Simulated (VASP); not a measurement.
Write the native input for VASP 6.6.1 that does the following.

* Task: single point
* Functional: PBE
* Potentials or basis: VASP PAW PBE potentials, release 64 (Al, H, Cl)
* Cutoff: 520 eV
* k mesh: 4 × 4 × 4
* Occupations: gaussian, width 0.1 eV
* Spin: no spin polarisation
* Dipole correction: no
* Further INCAR settings: ALGO = Normal; EDIFF = 1e-06; NBANDS = 25

The structure of AlHCl4 lies in POSCAR:

```
AlHCl4
1.0
    4.0433142300      0.0000000000      0.0000000000
    0.0000000000      4.0433142300      0.0000000000
    0.0000000000      0.0000000000      6.8682491400
Al H Cl
1 1 4
Direct
    0.5000000000      0.5000000000      0.5000000000
    0.0000000000      0.0000000000      0.0000000000
    0.0000000000      0.0000000000      0.6051139800
    0.5000000000      0.5000000000      0.1052580000
    0.5000000000      0.5000000000      0.8947420000
    0.0000000000      0.0000000000      0.3948860200
```

The cell was generated, and may not be a known phase.

The input as run:

INCAR

```
PREC = Accurate ; ENCUT = 520
EDIFF = 1E-6 ; ISMEAR = 0
SIGMA = 0.1 ; LREAL = F
LASPH = T ; NELM = 60
ALGO = Normal ; ISIF = 2
LWAVE = F ; LCHARG = F
GGA = PE ; NBANDS = 25
```

KPOINTS

```
Automatic mesh
0
Gamma
  4 4 4
```

Potentials or basis: VASP PAW PBE potentials, release 64 (Al, H, Cl).

Command:

```bash
$ cat potpaw_PBE.64/Al/POTCAR potpaw_PBE.64/H/POTCAR potpaw_PBE.64/Cl/POTCAR > POTCAR
$ mpirun -np 1 vasp_std > vasp.out
```

It gave:

```
Pressure               : 64.4 GPa
Largest force          : 45.213 eV/Å
Band gap on the k mesh : 0.16 eV (least direct gap 0.44 eV)
```

Caveat: the stress differs along the axes, from 4 to 184 GPa; semilocal functionals underestimate gaps, and a narrow one can read as zero; forces of over 1 eV/Å act on the atoms, so gaps and moduli don't describe the material at rest.

It took 37 s on 1 thread of Intel(R) Xeon(R) 6975P-C (Granite Rapids) (shared host), peak memory 0.22 GiB.
